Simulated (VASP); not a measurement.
# C (Fd-3m) in VASP: a series of runs

Aim: see how the results for C move with the level of theory and the settings. Levels: r2SCAN, HSE06. Tasks: relaxation of cell and atoms, single point.

Everything below comes from runs of VASP 6.6.1. Logs are shortened: lines on timing, memory, paths and dates and some standing lists are left out, and cuts for length are marked.

**1. The cell of the first run**

It takes space group Fd-3m (No. 227, cubic). The conventional cell has a = 3.572 Å, b = 3.572 Å, c = 3.572 Å, α = 90.00°, β = 90.00°, γ = 90.00°. Within 2.1 Å of C (site symmetry -43m) lie 4 C at 1.55 Å.

**2. Relaxation of cell and atoms, r2SCAN**

File POSCAR:

```
C
1.0
    0.0000000000      1.7857704569      1.7857704569
    1.7857704569      0.0000000000      1.7857704569
    1.7857704569      1.7857704569      0.0000000000
C
2
Direct
    0.0000000000      0.0000000000      0.0000000000
    0.2500000000      0.2500000000      0.2500000000
```

File INCAR.step1:

```
  ALGO = Normal
  EDIFF = 1E-4
  ENCUT = 600
  GGA = PE
  ISMEAR = -1
  LASPH = T
  LCHARG = F
  LREAL = F
  LWAVE = T
  NELM = 100
  PREC = Accurate
  SIGMA = 0.02
```

File INCAR.step2:

```
  ALGO = Normal
  EDIFF = 1E-7
  EDIFFG = -0.005
  ENCUT = 600
  IBRION = 2
  ISIF = 3
  ISMEAR = -1
  ISTART = 1
  LASPH = T
  LCHARG = F
  LMIXTAU = T
  LREAL = F
  LWAVE = F
  METAGGA = R2SCAN
  NELM = 100
  NSW = 80
  PREC = Accurate
  SIGMA = 0.02
```

File KPOINTS:

```
k-points
0
Gamma
  12 12 12
```

Potentials or basis: VASP PAW PBE potentials, release 64 (C).

Launch:

```bash
$ cat potpaw_PBE.64/C/POTCAR > POTCAR
$ cp INCAR.step1 INCAR
$ mpirun -np 1 vasp_std > vasp.out
$ cp INCAR.step2 INCAR
$ mpirun -np 1 vasp_std > vasp.out
```

OUTCAR:

```text
EDIFF = 1E-7
   EDIFFG = -0.005
   ENCUT = 600
   IBRION = 2
   ISIF = 3
   ISMEAR = -1
   ISTART = 1
   LASPH = T
   LREAL = F
   METAGGA = R2SCAN
   NELM = 100
   NSW = 80
   PREC = Accurate

 ion  position               nearest neighbor table
   1  0.000  0.000  0.000-   2 1.55   2 1.55   2 1.55   2 1.55
   2  0.250  0.250  0.250-   1 1.55   1 1.55   1 1.55   1 1.55

  LATTYP: Found a face centered cubic cell.
 ALAT       =     3.5715409138

  Lattice vectors:

 A1 = (   0.0000000000,   1.7857704569,   1.7857704569)
 A2 = (   1.7857704569,   0.0000000000,   1.7857704569)
 A3 = (   1.7857704569,   1.7857704569,   0.0000000000)

Analysis of symmetry for initial positions (statically):
=====================================================================
 Subroutine PRICEL returns:
 Original cell was already a primitive cell.

 Routine SETGRP: Setting up the symmetry group for a
 face centered cubic supercell.

 Subroutine GETGRP returns: Found 48 space group operations
 (whereof 24 operations were pure point group operations)
 out of a pool of 48 trial point group operations.

The static configuration has the point symmetry T_d .
 The point group associated with its full space group is O_h .

Analysis of symmetry for dynamics (positions and initial velocities):
=====================================================================
 Subroutine PRICEL returns:
 Original cell was already a primitive cell.

 Routine SETGRP: Setting up the symmetry group for a
 face centered cubic supercell.

 Subroutine GETGRP returns: Found 48 space group operations
 (whereof 24 operations were pure point group operations)
 out of a pool of 48 trial point group operations.

The dynamic configuration has the point symmetry T_d .
 The point group associated with its full space group is O_h .

 Subroutine INISYM returns: Found 48 space group operations
 (whereof 24 operations are pure point group operations),
 and found     1 'primitive' translations

----------------------------------------------------------------------------------------

                                     Primitive cell

  volume of cell :      11.3896

  direct lattice vectors                    reciprocal lattice vectors
     0.000000000  1.785770457  1.785770457    -0.279991193  0.279991193  0.279991193
     1.785770457  0.000000000  1.785770457     0.279991193 -0.279991193  0.279991193
     1.785770457  1.785770457  0.000000000     0.279991193  0.279991193 -0.279991193

  length of vectors
     2.525460799  2.525460799  2.525460799     0.484958971  0.484958971  0.484958971

  position of ions in fractional coordinates (direct lattice)
     0.000000000  0.000000000  0.000000000
     0.250000000  0.250000000  0.250000000

  ion indices of the primitive-cell ions
   primitive index   ion index
                 1           1
                 2           2

----------------------------------------------------------------------------------------

 KPOINTS: k-points

Automatic generation of k-mesh.
 Grid dimensions read from file:
 generate k-points for:   12   12   12

 Generating k-lattice:

  Cartesian coordinates                     Fractional coordinates (reciprocal lattice)
    -0.023332599  0.023332599  0.023332599     0.083333333  0.000000000  0.000000000
     0.023332599 -0.023332599  0.023332599     0.000000000  0.083333333  0.000000000
     0.023332599  0.023332599 -0.023332599     0.000000000  0.000000000  0.083333333

  Length of vectors
     0.040413248  0.040413248  0.040413248

  Shift w.r.t. Gamma in fractional coordinates (k-lattice)
     0.000000000  0.000000000  0.000000000

 Subroutine IBZKPT returns following result:
 ===========================================

 Found     72 irreducible k-points:

 Following reciprocal coordinates:
            Coordinates               Weight
  0.000000  0.000000  0.000000      1.000000
  0.083333  0.000000  0.000000      8.000000
  0.166667  0.000000  0.000000      8.000000
  0.250000  0.000000  0.000000      8.000000
  0.333333  0.000000  0.000000      8.000000
  0.416667  0.000000  0.000000      8.000000
[... 16 lines left out ...]
  0.500000  0.166667  0.000000     24.000000
 -0.416667  0.166667  0.000000     24.000000
 [... further k-points ...]
   k-points           NKPTS =     72   k-points in BZ     NKDIM =     72   number of bands    NBANDS=      8
   number of dos      NEDOS =    301   number of ions     NIONS =      2
   total plane-waves  NPLWV =   8000
   dimension x,y,z NGX =    20 NGY =   20 NGZ =   20
   dimension x,y,z NGXF=    40 NGYF=   40 NGZF=   40
   ions per type =               2
   NGX,Y,Z   is equivalent  to a cutoff of  13.17, 13.17, 13.17 a.u.
   NGXF,Y,Z  is equivalent  to a cutoff of  26.33, 26.33, 26.33 a.u.
 SYSTEM =  unknown system
   PREC   = accura    normal or accurate (medium, high low for compatibility)
   ISTART =      1    job   : 0-new  1-cont  2-samecut
   ICHARG =      0    charge: 1-file 2-atom 10-const
   ISPIN  =      1    spin polarized calculation?
   LNONCOLLINEAR =      F non collinear calculations
   LSORBIT =      F    spin-orbit coupling
   LASPH  =      T    aspherical Exc in radial PAW
   ENCUT  =  600.0 eV  44.10 Ry    6.64 a.u.   5.04  5.04  5.04*2*pi/ulx,y,z
   NELM   =    100;   NELMIN=  2; NELMDL=  0     # of ELM steps
   EDIFF  = 0.1E-06   stopping-criterion for ELM
   LREAL  =      F    real-space projection
   EDIFFG = -.5E-02   stopping-criterion for IOM
   NSW    =     80    number of steps for IOM
   IBRION =      2    ionic relax: 0-MD 1-quasi-New 2-CG
   NFREE  =      1    steps in history (QN), initial steepest desc. (CG)
   ISIF   =      3    stress and relaxation
   ISYM   =      2    0-nonsym 1-usesym 2-fastsym
   POTIM  = 0.5000    time-step for ionic-motion
   TEBEG  =    0.0;   TEEND  =   0.0 temperature during run
   PSTRESS=    0.0 pullay stress
   NELECT =       8.0000    total number of electrons
   NUPDOWN=      -1.0000    fix difference up-down
   EMIN   =  10.00;   EMAX   =-10.00  energy-range for DOS
   EFERMI =   0.00;   METHOD = LEGACY
   ISMEAR =    -1;   SIGMA  =   0.02  broadening in eV -4-tet -1-fermi 0-gaus
   EFERMI_NEDOS =   21; number of points for ismear=-14 and -15
   IALGO  =     38    algorithm
   IMIX   =      4    mixing-type and parameters
     AMIX     =   0.40;   BMIX     =  1.00
     AMIX_MAG =   1.60;   BMIX_MAG =  1.00
  volume/ion in A,a.u.               =       5.69        38.43
  Fermi-wavevector in a.u.,A,eV,Ry     =   1.455244  2.750013 28.813541  2.117736
  Thomas-Fermi vector in A             =   2.572301
   LORBIT       =      0    0 simple, 1 ext, 2 COOP (PROOUT), +10 PAW based schemes
   METAGGA = R2SCAN    functional components
   LHFCALC =     F    Hartree Fock is set to
   AEXX    =    0.0000 exact exchange contribution
   IVDW    =     0    specifies the selected vdW correction
   LEPSILON=     F    determine dielectric tensor
   LRPA    =     F    only Hartree local field effects (RPA)
 conjugate gradient relaxation of ions
 non-spin polarized calculation
  energy-cutoff  :      600.00
  volume of cell :       11.39
 maximum number of plane-waves:       392
   NGX =  9   NGY =  9   NGZ =  9

--------------------------------------- Ionic step        1  -------------------------------------------

 number of electron       7.9999999 magnetization

 Free energy of the ion-electron system (eV)
  ---------------------------------------------------
  ext. energy  EPLUGINS =         0.00000000
  ---------------------------------------------------
  free energy    TOTEN  =       -19.66333615 eV

  energy without entropy =      -19.66333615  energy(sigma->0) =      -19.66333615

------------------------ aborting loop because EDIFF is reached ----------------------------------------

  FORCE on cell =-STRESS in cart. coord.  units (eV):
  Direction    XX          YY          ZZ          XY          YZ          ZX
  --------------------------------------------------------------------------------------
  -------------------------------------------------------------------------------------
  Total       -0.2747878     -0.2747878     -0.2747878     -0.0000000     -0.0000000     -0.0000000
  in kB      -38.6545914    -38.6545914    -38.6545914     -0.0000000     -0.0000000     -0.0000000
  external PRESSURE =     -38.6545914 kB  Pullay stress =       0.0000000 kB

 VOLUME and BASIS-vectors are now :
 -----------------------------------------------------------------------------
  energy-cutoff  :      600.00
  volume of cell :       11.39
      direct lattice vectors                 reciprocal lattice vectors
     0.000000000  1.785770457  1.785770457    -0.279991193  0.279991193  0.279991193
     1.785770457  0.000000000  1.785770457     0.279991193 -0.279991193  0.279991193
     1.785770457  1.785770457  0.000000000     0.279991193  0.279991193 -0.279991193
[... 37 lines left out ...]
 POSITION                                       TOTAL-FORCE (eV/Angst)
 -----------------------------------------------------------------------------------
      1.77393      1.77393      0.00000         0.000000      0.000000      0.000000
      0.88697      0.88697      0.88697        -0.000000     -0.000000     -0.000000
 -----------------------------------------------------------------------------------
    total drift:                                0.000000      0.000000      0.000000

  FREE ENERGIE OF THE ION-ELECTRON SYSTEM (eV)
  ---------------------------------------------------
  free  energy   TOTEN  =       -19.6625618068 eV

  energy  without entropy=      -19.6625618068  energy(sigma->0) =      -19.66256181

--------------------------------------- Ionic step        3  -------------------------------------------

 number of electron       7.9999999 magnetization

 Free energy of the ion-electron system (eV)
  ---------------------------------------------------
  ext. energy  EPLUGINS =         0.00000000
  ---------------------------------------------------
  free energy    TOTEN  =       -19.66455016 eV

  energy without entropy =      -19.66455016  energy(sigma->0) =      -19.66455016

 E-fermi :  10.2095     XC(G=0): -14.2834

 val. band max:        9.7802552018   @ k =   0.0000   0.0000   0.0000
 cond. band min:      14.1341024225   @ k =   0.3333   0.3333   0.0000
 fundamental gap:      4.3538472207
 Fermi energy:        10.2095277059

 k-point     1 :       0.0000    0.0000    0.0000
  band No.  band energies     occupation
      1     -12.9802      2.00000
      2       9.7803      2.00000
      3       9.7803      2.00000
      4       9.7803      2.00000
      5      15.6286      0.00000
      6      15.6286      0.00000
      7      15.6286      0.00000
      8      23.7111      0.00000

 k-point     2 :       0.0833    0.0000    0.0000
  band No.  band energies     occupation
      1     -12.7789      2.00000
      2       8.4585      2.00000
      3       9.4331      2.00000
      4       9.4331      2.00000
      5      16.0833      0.00000
      6      16.0833      0.00000
      7      16.4020      0.00000
      8      23.9108      0.00000
[... 221 lines left out ...]
 k-point    23 :       0.5000    0.1667    0.0000
  band No.  band energies     occupation
      1      -6.9874      2.00000
      2      -2.9417      2.00000
      3       4.4541      2.00000
      4       5.5552      2.00000
      5      17.2423      0.00000
      6      21.1030      0.00000
      7      21.5805      0.00000
      8      24.9514      0.00000

 k-point    24 :      -0.4167    0.1667    0.0000
  band No.  band energies     occupation
      1      -6.5589      2.00000
      2      -3.4614      2.00000
      3       3.9422      2.00000
      4       5.9557      2.00000
      5      17.7045      0.00000
      6      20.5743      0.00000
      7      21.5575      0.00000
      8      26.2223      0.00000

 [... further k-points ...]

------------------------ aborting loop because EDIFF is reached ----------------------------------------

  FORCE on cell =-STRESS in cart. coord.  units (eV):
  Direction    XX          YY          ZZ          XY          YZ          ZX
  --------------------------------------------------------------------------------------
  -------------------------------------------------------------------------------------
  Total        0.0005411      0.0005411      0.0005411      0.0000000      0.0000000      0.0000000
  in kB        0.0767820      0.0767820      0.0767820      0.0000000      0.0000000      0.0000000
  external PRESSURE =       0.0767820 kB  Pullay stress =       0.0000000 kB

 VOLUME and BASIS-vectors are now :
 -----------------------------------------------------------------------------
  energy-cutoff  :      600.00
  volume of cell :       11.29
      direct lattice vectors                 reciprocal lattice vectors
    -0.000000000  1.780561645  1.780561645    -0.280810272  0.280810272  0.280810272
     1.780561645  0.000000000  1.780561645     0.280810272 -0.280810272  0.280810272
     1.780561645  1.780561645  0.000000000     0.280810272  0.280810272 -0.280810272

 POSITION                                       TOTAL-FORCE (eV/Angst)
 -----------------------------------------------------------------------------------
      0.00000      0.00000      0.00000         0.000000      0.000000      0.000000
      0.89028      0.89028      0.89028        -0.000000     -0.000000     -0.000000
 -----------------------------------------------------------------------------------
    total drift:                                0.000000      0.000000      0.000000

  FREE ENERGIE OF THE ION-ELECTRON SYSTEM (eV)
  ---------------------------------------------------
  free  energy   TOTEN  =       -19.6645501596 eV

  energy  without entropy=      -19.6645501596  energy(sigma->0) =      -19.66455016

 reached required accuracy - stopping structural energy minimisation
```

Run time: 51 s. Hardware: 1 thread of Intel Xeon Platinum 8124M at 3.00GHz (Skylake/Cascade Lake), shared host; peak memory 0.12 GiB.

Results:

```
Free energy                           : -19.6646 eV
Relaxed volume                        : 5.65 Å³/atom
Relaxed cell                          : a = 2.518 Å, b = 2.518 Å, c = 2.518 Å, α = 60.00°, β = 60.00°, γ = 60.00°
Space group after relaxing (to 0.1 Å) : Fd-3m (No. 227)
Energy gained by relaxing             : 0.6 meV/atom
Ionic steps                           : 3
Pressure after relaxing               : 0.0 GPa
Band gap on the k mesh                : 4.35 eV (least direct gap 5.85 eV)
```

Step by step:
```csv
step,energy change (eV),largest force (eV/Å),pressure (GPa),volume (Å³)
1,0.0000,0.0000,-3.87,11.39
2,0.0008,0.0000,5.12,11.16
3,-0.0012,0.0000,0.01,11.29
```

Final structure:
```
CELL_PARAMETERS angstrom
0.00000 1.78056 1.78056
1.78056 0.00000 1.78056
1.78056 1.78056 0.00000
ATOMIC_POSITIONS crystal
C 0.00000 0.00000 0.00000
C 0.25000 0.25000 0.25000
```

Levels at points of the mesh, in eV from the valence-band top:
```csv
k point,band 1,band 2,band 3,band 4,band 5,band 6,band 7,band 8
"(0.00, 0.00, 0.00)",-22.76,0.00,0.00,0.00,5.85,5.85,5.85,13.93
"(0.50, 0.00, 0.00)",-16.79,-14.10,-2.99,-2.99,8.90,8.90,9.19,16.74
"(0.50, 0.50, 0.00)",-13.62,-13.62,-6.69,-6.69,5.01,5.01,17.95,17.95
```

Caveat: the PAW data sets were made with another functional, which shifts forces and pressure a little.

**3. Single point, HSE06**

This run uses another cell than the first one, of 5.64 Å³/atom.

File POSCAR:

```
C
1.0
    0.0000000000      1.7801241426      1.7801241426
    1.7801241426      0.0000000000      1.7801241426
    1.7801241426      1.7801241426      0.0000000000
C
2
Direct
    0.0000000000      0.0000000000      0.0000000000
    0.2500000000      0.2500000000      0.2500000000
```

File INCAR.step1:

```
SYSTEM = C
ALGO = Normal
EDIFF = 1E-5
ENCUT = 520
GGA = PE
ISIF = 2
ISMEAR = 0
LASPH = .True.
LCHARG = .False.
LREAL = .False.
LWAVE = .True.
NBANDS = 11
NELM = 80
PREC = Accurate
SIGMA = 0.01
```

File INCAR.step2:

```
SYSTEM = C
ALGO = Normal
EDIFF = 1E-6
ENCUT = 520
GGA = PE
HFSCREEN = 0.2079
ISIF = 2
ISMEAR = 0
ISTART = 1
LASPH = .True.
LCHARG = .False.
LHFCALC = .True.
LREAL = .False.
LWAVE = .False.
NBANDS = 11
NELM = 80
PREC = Accurate
PRECFOCK = Normal
SIGMA = 0.01
```

File KPOINTS:

```
k-points
0
Gamma
  8 8 8
  0 0 0
```

Potentials or basis: VASP PAW PBE potentials, release 64 (C).

Launch:

```bash
$ cat potpaw_PBE.64/C/POTCAR > POTCAR
$ cp INCAR.step1 INCAR
$ mpirun -np 1 vasp_std > vasp.out
$ cp INCAR.step2 INCAR
$ mpirun -np 1 vasp_std > vasp.out
```

Wall time 9.3 min (1 thread of Intel Xeon Platinum 8124M at 3.00GHz (Skylake/Cascade Lake), shared host); peak memory 0.22 GiB.

The run converged. Its results:

| Quantity | Value |
| --- | --- |
| Free energy | -21.0508 eV |
| Pressure | -4.9 GPa |
| Band gap on the k mesh | 5.29 eV (least direct gap 6.99 eV) |

Levels at points of the mesh, in eV from the valence-band top:
```
           k point  band 1  band 2  band 3  band 4  band 5  band 6  band 7  band 8
(0.00, 0.00, 0.00)  -23.61    0.00    0.00    0.00    6.99    6.99    6.99   15.39
(0.50, 0.00, 0.00)  -17.36  -14.68   -3.08   -3.08   10.04   10.04   10.42   17.66
(0.50, 0.50, 0.00)  -14.11  -14.11   -6.91   -6.91    5.92    5.92   19.31   19.31
```

Caveat: the cell stands under tension; the PAW data sets were made with another functional, which shifts forces and pressure a little.
